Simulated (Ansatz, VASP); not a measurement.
Si: VASP beside Ansatz

```
CELL_PARAMETERS angstrom
0.00000 2.73549 2.73549
2.73549 0.00000 2.73549
2.73549 2.73549 0.00000
ATOMIC_POSITIONS crystal
Si 0.50000 0.50000 0.50000
Si 0.75000 0.75000 0.75000
```

Alike in both runs: task single point; functional PBE; k mesh 10 × 10 × 10; occupations fermi-dirac, width 0.05 eV; no spin polarisation.

|  | VASP | Ansatz |
| --- | --- | --- |
| version | VASP 6.6.1 | Ansatz 0.2.0 |
| potentials or method | VASP PAW PBE potentials, release 64 (Si), cutoff 500 eV | plane waves (600 eV) with PAW, scalar-relativistic |
| valence electrons in the cell | 8 | 8 |

```csv
,VASP,Ansatz,Ansatz less VASP
pressure (GPa),-0.1,0.0,+0.07
```
